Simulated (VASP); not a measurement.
# Cu (C2/m) in VASP: notebook

Cu is run at these levels: LDA; tasks: single point.

All numbers are computed with VASP 6.6.1; they aren't measurements. Logs are shortened: lines on timing, memory, paths and dates and some standing lists are left out, and cuts for length are marked.

## (1) The cell of the first run

Symmetry: C2/m, No. 12, monoclinic system. The conventional cell has a = 4.457 Å, b = 2.573 Å, c = 4.168 Å, α = 90.00°, β = 90.00°, γ = 90.00°. Within 2.6 Å of Cu (site symmetry m) lie 9 Cu at 1.95 to 2.57 Å.

## (2) Single point, LDA (shortest bond scaled by 0.76)

INCAR

```
PREC     = Accurate       # precision mode
ENCUT    = 520            # plane-wave cutoff, eV
EDIFF    = 1E-7           # SCF threshold, eV
ISMEAR   = -1             # smearing method
SIGMA    = 0.05           # smearing width, eV
LREAL    = F              # projectors in reciprocal space
LASPH    = T              # aspherical terms in the spheres
NELM     = 60             # most SCF steps
ALGO     = Normal         # electronic algorithm
ISIF     = 2              # what is computed and relaxed
LWAVE    = F              # write WAVECAR
LCHARG   = F              # write CHGCAR
GGA      = CA             # functional
NBANDS   = 18             # bands
```

KPOINTS

```
Automatic mesh
0
Gamma
  13 13 7
```

POSCAR

```
Cu
1.0
    2.5730649657      0.0000000000      0.0000000000
   -1.2865324828      2.2283396258      0.0000000000
    0.0000000000      0.0000000000      4.1683652444
Cu
2
Direct
    0.2533333333      0.6266666667      0.1900000000
    0.7466666667      0.3733333333      0.8100000000
```

Potentials or basis: VASP PAW LDA potentials, release 64 (Cu).

Command:

```
> cat potpaw_LDA.64/Cu/POTCAR > POTCAR
> mpirun -np 1 vasp_std > vasp.out
```

OUTCAR:

```text
PREC = Accurate
   ENCUT = 520
   EDIFF = 1E-7
   ISMEAR = -1
   LREAL = F
   LASPH = T
   NELM = 60
   ISIF = 2
   GGA = CA

 ion  position               nearest neighbor table
   1  0.253  0.627  0.190-   2 1.95   2 2.32   2 2.32
   2  0.747  0.373  0.810-   1 1.95   1 2.32   1 2.32

  LATTYP: Found a hexagonal cell.
 ALAT       =     2.5730649657
 C/A-ratio  =     1.6200000000

  Lattice vectors:

 A1 = (   2.5730649657,   0.0000000000,   0.0000000000)
 A2 = (  -1.2865324828,   2.2283396258,   0.0000000000)
 A3 = (   0.0000000000,   0.0000000000,   4.1683652444)

Analysis of symmetry for initial positions (statically):
=====================================================================
 Subroutine PRICEL returns:
 Original cell was already a primitive cell.

 Routine SETGRP: Setting up the symmetry group for a
 hexagonal supercell.

 Subroutine GETGRP returns: Found  4 space group operations
 (whereof  4 operations were pure point group operations)
 out of a pool of 24 trial point group operations.

The static configuration has the point symmetry C_2h.

Analysis of symmetry for dynamics (positions and initial velocities):
=====================================================================
 Subroutine PRICEL returns:
 Original cell was already a primitive cell.

 Routine SETGRP: Setting up the symmetry group for a
 hexagonal supercell.

 Subroutine GETGRP returns: Found  4 space group operations
 (whereof  4 operations were pure point group operations)
 out of a pool of 24 trial point group operations.

The dynamic configuration has the point symmetry C_2h.

 Subroutine INISYM returns: Found  4 space group operations
 (whereof  4 operations are pure point group operations),
 and found     1 'primitive' translations

----------------------------------------------------------------------------------------

                                     Primitive cell

  volume of cell :      23.9000

  direct lattice vectors                    reciprocal lattice vectors
     2.573064966  0.000000000  0.000000000     0.388641567  0.224382313  0.000000000
    -1.286532483  2.228339626  0.000000000     0.000000000  0.448764627  0.000000000
     0.000000000  0.000000000  4.168365244     0.000000000  0.000000000  0.239902202

  length of vectors
     2.573064966  2.573064966  4.168365244     0.448764627  0.448764627  0.239902202

  position of ions in fractional coordinates (direct lattice)
     0.253333333  0.626666667  0.190000000
     0.746666667  0.373333333  0.810000000

  ion indices of the primitive-cell ions
   primitive index   ion index
                 1           1
                 2           2

----------------------------------------------------------------------------------------

 KPOINTS: Automatic mesh

Automatic generation of k-mesh.
 Grid dimensions read from file:
 generate k-points for:   13   13    7

 Generating k-lattice:

  Cartesian coordinates                     Fractional coordinates (reciprocal lattice)
     0.029895505  0.017260178  0.000000000     0.076923077 -0.000000000  0.000000000
     0.000000000  0.034520356  0.000000000     0.000000000  0.076923077  0.000000000
     0.000000000  0.000000000  0.034271743     0.000000000  0.000000000  0.142857143

  Length of vectors
     0.034520356  0.034520356  0.034271743

  Shift w.r.t. Gamma in fractional coordinates (k-lattice)
     0.000000000  0.000000000  0.000000000

 Subroutine IBZKPT returns following result:
 ===========================================

 Found    322 irreducible k-points:

 Following reciprocal coordinates:
            Coordinates               Weight
  0.000000  0.000000  0.000000      1.000000
  0.076923  0.000000  0.000000      2.000000
  0.000000  0.076923  0.000000      4.000000
  0.153846  0.000000  0.000000      2.000000
  0.000000  0.153846  0.000000      4.000000
  0.230769  0.000000  0.000000      2.000000
[... 16 lines left out ...]
 -0.076923  0.384615  0.000000      4.000000
 -0.384615  0.307692  0.000000      4.000000
 [... further k-points ...]
   k-points           NKPTS =    322   k-points in BZ     NKDIM =    322   number of bands    NBANDS=     18
   number of dos      NEDOS =    301   number of ions     NIONS =      2
   total plane-waves  NPLWV =  12800
   dimension x,y,z NGX =    20 NGY =   20 NGZ =   32
   dimension x,y,z NGXF=    40 NGYF=   40 NGZF=   64
   ions per type =               2
   NGX,Y,Z   is equivalent  to a cutoff of  12.92, 12.92, 12.76 a.u.
   NGXF,Y,Z  is equivalent  to a cutoff of  25.84, 25.84, 25.52 a.u.
 SYSTEM =  unknown system
   PREC   = accura    normal or accurate (medium, high low for compatibility)
   ISTART =      0    job   : 0-new  1-cont  2-samecut
   ICHARG =      2    charge: 1-file 2-atom 10-const
   ISPIN  =      1    spin polarized calculation?
   LNONCOLLINEAR =      F non collinear calculations
   LSORBIT =      F    spin-orbit coupling
   LASPH  =      T    aspherical Exc in radial PAW
   ENCUT  =  520.0 eV  38.22 Ry    6.18 a.u.   4.78  4.78  7.75*2*pi/ulx,y,z
   NELM   =     60;   NELMIN=  2; NELMDL= -5     # of ELM steps
   EDIFF  = 0.1E-06   stopping-criterion for ELM
   LREAL  =      F    real-space projection
   EDIFFG = 0.1E-05   stopping-criterion for IOM
   NSW    =      0    number of steps for IOM
   IBRION =     -1    ionic relax: 0-MD 1-quasi-New 2-CG
   NFREE  =      0    steps in history (QN), initial steepest desc. (CG)
   ISIF   =      2    stress and relaxation
   ISYM   =      2    0-nonsym 1-usesym 2-fastsym
   POTIM  = 0.5000    time-step for ionic-motion
   TEBEG  =    0.0;   TEEND  =   0.0 temperature during run
   PSTRESS=    0.0 pullay stress
   NELECT =      22.0000    total number of electrons
   NUPDOWN=      -1.0000    fix difference up-down
   EMIN   =  10.00;   EMAX   =-10.00  energy-range for DOS
   EFERMI =   0.00;   METHOD = LEGACY
   ISMEAR =    -1;   SIGMA  =   0.05  broadening in eV -4-tet -1-fermi 0-gaus
   EFERMI_NEDOS =   21; number of points for ismear=-14 and -15
   IALGO  =     38    algorithm
   IMIX   =      4    mixing-type and parameters
     AMIX     =   0.40;   BMIX     =  1.00
     AMIX_MAG =   1.60;   BMIX_MAG =  1.00
  volume/ion in A,a.u.               =      11.95        80.64
  Fermi-wavevector in a.u.,A,eV,Ry     =   1.592513  3.009414 34.505720  2.536099
  Thomas-Fermi vector in A             =   2.690887
   LORBIT       =      0    0 simple, 1 ext, 2 COOP (PROOUT), +10 PAW based schemes
   GGA     = CA    functional components
   LHFCALC =     F    Hartree Fock is set to
   AEXX    =    0.0000 exact exchange contribution
   IVDW    =     0    specifies the selected vdW correction
   LEPSILON=     F    determine dielectric tensor
   LRPA    =     F    only Hartree local field effects (RPA)
 non-spin polarized calculation
  energy-cutoff  :      520.00
  volume of cell :       23.90
 maximum number of plane-waves:       656
   NGX =  9   NGY =  9   NGZ = 15

 number of electron      21.9999998 magnetization

 Free energy of the ion-electron system (eV)
  ---------------------------------------------------
  ext. energy  EPLUGINS =         0.00000000
  ---------------------------------------------------
  free energy    TOTEN  =        -7.99986558 eV

  energy without entropy =       -7.99547676  energy(sigma->0) =       -7.99767117

 E-fermi :   7.3433     XC(G=0): -12.8861

 val. band max:        7.3410588030   @ k =   0.4615   0.3846   0.0000
 cond. band min:       7.3546518678   @ k =  -0.3846   0.0000   0.4286
 fundamental gap:      0.0135930647
 Fermi energy:         7.3432895624

 k-point     1 :       0.0000    0.0000    0.0000
  band No.  band energies     occupation
      1      -2.2067      2.00000
      2       1.6348      2.00000
      3       3.0886      2.00000
      4       3.6191      2.00000
      5       3.7381      2.00000
      6       3.9049      2.00000
[... 10 lines left out ...]
     17      29.4425      0.00000
     18      29.6309      0.00000

 k-point     2 :       0.0769    0.0000    0.0000
  band No.  band energies     occupation
      1      -2.0181      2.00000
      2       1.7423      2.00000
      3       3.0746      2.00000
      4       3.6530      2.00000
      5       3.7709      2.00000
      6       3.8023      2.00000
[... 10 lines left out ...]
     17      30.8063      0.00000
     18      31.9510      0.00000

 k-point     3 :       0.0000    0.0769    0.0000
  band No.  band energies     occupation
      1      -2.0204      2.00000
      2       1.7249      2.00000
      3       3.0692      2.00000
      4       3.5558      2.00000
      5       3.7058      2.00000
      6       3.9603      2.00000
[... 10 lines left out ...]
     17      31.3727      0.00000
     18      32.6034      0.00000

 k-point     4 :       0.1538    0.0000    0.0000
  band No.  band energies     occupation
      1      -1.4650      2.00000
      2       2.0269      2.00000
      3       3.0481      2.00000
      4       3.4717      2.00000
      5       3.7288      2.00000
      6       3.9842      2.00000
[... 375 lines left out ...]
      4       3.4148      2.00000
      5       3.6519      2.00000
      6       4.2352      2.00000
[... 10 lines left out ...]
     17      22.3873      0.00000
     18      27.7185      0.00000

 k-point    23 :      -0.0769    0.3846    0.0000
  band No.  band energies     occupation
      1       0.9612      2.00000
      2       2.2201      2.00000
      3       2.4821      2.00000
      4       3.2231      2.00000
      5       3.9341      2.00000
      6       4.0145      2.00000
[... 10 lines left out ...]
     17      22.6647      0.00000
     18      26.6149      0.00000

 k-point    24 :      -0.3846    0.3077    0.0000
  band No.  band energies     occupation
      1       0.9834      2.00000
      2       2.2399      2.00000
      3       2.5245      2.00000
      4       3.1788      2.00000
      5       3.8785      2.00000
      6       4.2485      2.00000
[... 10 lines left out ...]
     17      22.6730      0.00000
     18      26.6116      0.00000

 [... further k-points ...]

------------------------ aborting loop because EDIFF is reached ----------------------------------------

  FORCE on cell =-STRESS in cart. coord.  units (eV):
  Direction    XX          YY          ZZ          XY          YZ          ZX
  --------------------------------------------------------------------------------------
  -------------------------------------------------------------------------------------
  Total        1.8034629      0.0823476      6.4688390      1.4905296      1.9367130      3.3544852
  in kB      120.8982136      5.5203108    433.6496722     99.9201949    129.8308629    224.8736481
  external PRESSURE =     186.6893989 kB  Pullay stress =       0.0000000 kB

 VOLUME and BASIS-vectors are now :
 -----------------------------------------------------------------------------
  energy-cutoff  :      520.00
  volume of cell :       23.90
      direct lattice vectors                 reciprocal lattice vectors
     2.573064966  0.000000000  0.000000000     0.388641567  0.224382313  0.000000000
    -1.286532483  2.228339626  0.000000000     0.000000000  0.448764627  0.000000000
     0.000000000  0.000000000  4.168365244     0.000000000  0.000000000  0.239902202

 POSITION                                       TOTAL-FORCE (eV/Angst)
 -----------------------------------------------------------------------------------
     -0.15438      1.39643      0.79199         2.193940      1.266672      6.030470
      1.44092      0.83191      3.37638        -2.193940     -1.266672     -6.030470
 -----------------------------------------------------------------------------------
    total drift:                               -0.000000     -0.000000      0.000000

  FREE ENERGIE OF THE ION-ELECTRON SYSTEM (eV)
  ---------------------------------------------------
  free  energy   TOTEN  =        -7.9998655784 eV

  energy  without entropy=       -7.9954767629  energy(sigma->0) =       -7.99767117
```

Wall time 45 s (1 thread of Intel Xeon 6975P-C (Granite Rapids), shared host); peak memory 0.21 GiB.

What came out:

```yaml
Free_energy: -7.9999 eV
Pressure: 18.7 GPa
Largest_force: 6.541 eV/Å
Band_gap_on_the_k_mesh: zero (band 11 reaches 10.17 eV, above the bottom of band 12 at 5.85 eV)
```

Forces on the atoms (eV/Å):
```
Cu   2.194  1.267  6.030
Cu  -2.194 -1.267 -6.030
```

Caveat: the cell differs from its parent crystal (shortest bond scaled by 0.76); forces of over 1 eV/Å act on the atoms, so gaps and moduli don't describe the material at rest.

## (3) Single point, LDA (shortest bond scaled by 0.76)

INCAR

```
SYSTEM = Cu
  PREC = Accurate
  ENCUT = 520
  EDIFF = 1E-6
  ISMEAR = -1
  SIGMA = 0.05
  LREAL = .False.
  LASPH = .True.
  NELM = 60
  ALGO = Normal
  ISIF = 2
  LWAVE = .False.
  LCHARG = .False.
  NBANDS = 18
```

KPOINTS

```
regular mesh
0
Gamma
  13 13 7
  0 0 0
```

POSCAR is that of step 2.

Potentials or basis: VASP PAW LDA potentials, release 64 (Cu).

Command:

```
> cat potpaw_LDA.64/Cu/POTCAR > POTCAR
> mpirun -np 1 vasp_std > vasp.out
```

Wall time 41 s (1 thread of Intel Xeon 6975P-C (Granite Rapids), shared host); peak memory 0.21 GiB.

Results (log left out):

```yaml
Free_energy: -7.9999 eV
Pressure: 18.6 GPa
Largest_force: 6.541 eV/Å
Band_gap_on_the_k_mesh: zero (band 11 reaches 10.17 eV, above the bottom of band 12 at 5.85 eV)
```

Forces in eV/Å, atoms in the order of the input:
```
Cu   2.194  1.267  6.030
Cu  -2.194 -1.267 -6.030
```

Stress tensor (GPa, compression positive):
```
12.05  9.99 22.49
 9.99  0.52 12.98
22.49 12.98 43.32
```

Levels at points of the mesh, in eV from the Fermi level:
```csv
k point,band 7,band 8,band 9,band 10,band 11,band 12,band 13,band 14,band 15,band 16
"(0.00, 0.00, 0.00)",-2.94,-2.63,-2.03,-2.02,-1.44,-0.10,2.94,20.11,21.95,21.98
```

Caveat: the cell differs from its parent crystal (shortest bond scaled by 0.76); forces of over 1 eV/Å act on the atoms, so gaps and moduli don't describe the material at rest.

## (4) Single point, LDA (shortest bond scaled by 0.64)

INCAR

```
  ALGO = Normal
  EDIFF = 1E-7
  ENCUT = 520
  GGA = CA
  ISIF = 2
  ISMEAR = -1
  LASPH = T
  LCHARG = T
  LELF = T
  LREAL = F
  LVHAR = T
  LWAVE = F
  NBANDS = 18
  NELM = 100
  PREC = Accurate
  SIGMA = 0.05
```

KPOINTS

```
k-points
0
Gamma
  13 13 7
```

POSCAR

```
Cu
1.0
    2.5730649657      0.0000000000      0.0000000000
   -1.2865324828      2.2283396258      0.0000000000
    0.0000000000      0.0000000000      4.1683652444
Cu
2
Direct
    0.2133333333      0.6066666667      0.1600000000
    0.7866666667      0.3933333333      0.8400000000
```

Command:

```
> cat potpaw_LDA.64/Cu/POTCAR > POTCAR
> mpirun -np 1 vasp_std > vasp.out
```

Run time: 45 s. Hardware: 1 thread of Intel Xeon 6975P-C (Granite Rapids), shared host; peak memory 0.21 GiB.

It converged, with:

* Free energy: -4.1618 eV
* Pressure: 74.1 GPa
* Largest force: 20.173 eV/Å
* Band gap on the k mesh: zero (band 11 reaches 10.07 eV, above the bottom of band 12 at 6.32 eV)

Forces on the atoms (eV/Å):
```
Cu    8.504   4.910  17.621
Cu   -8.504  -4.910 -17.621
```

Stress tensor (GPa, compression positive):
```
 58.91  31.45  75.51
 31.45  22.60  43.60
 75.51  43.60 140.78
```

Levels at points of the mesh, in eV from the Fermi level:
| k point | band 7 | band 8 | band 9 | band 10 | band 11 | band 12 | band 13 | band 14 | band 15 | band 16 |
| --- | --- | --- | --- | --- | --- | --- | --- | --- | --- | --- |
| (0.00, 0.00, 0.00) | -3.45 | -2.49 | -2.14 | -1.61 | -1.31 | 1.00 | 2.16 | 19.95 | 21.11 | 21.68 |

Caveat: the cell differs from its parent crystal (shortest bond scaled by 0.64); forces of over 1 eV/Å act on the atoms, so gaps and moduli don't describe the material at rest.
